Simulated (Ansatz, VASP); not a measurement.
# One calculation of WC, two programs

```xyz
2
Lattice="2.9426 0.0000 0.0000 0.0000 2.9426 0.0000 0.0000 0.0000 3.0144" Properties=species:S:1:pos:R:3 pbc="T T T"
W     1.4713    1.4713    1.5072
C     0.0000    0.0000    1.5072
```

Alike in both runs: task relaxation of cell and atoms; functional PBE; k mesh 18 × 18 × 18; occupations gaussian, width 0.1 eV; no spin polarisation.

|  | VASP | Ansatz |
| --- | --- | --- |
| version | VASP 6.6.1 | Ansatz 0.2.0 |
| potentials or method | VASP PAW PBE potentials, release 64 (W_sv, C), cutoff 600 eV | scalar-relativistic, plane waves, PAW |
| valence electrons in the cell | 18 | 18 |

|  | VASP | Ansatz | Ansatz less VASP |
| --- | --- | --- | --- |
| gap on the k mesh at the Fermi level, each at its own relaxed structure (eV) | none | none | - |
| relaxed volume (Å³/atom) | 13.10 | 13.08 | -0.014 |
| relaxed length of the cell vector where the two differ most in proportion (Å) | 2.942 | 2.940 | -0.0017 |

A gap of «none» marks a metal or a gap that the smearing closes.

Neither program's run includes spin-orbit coupling.
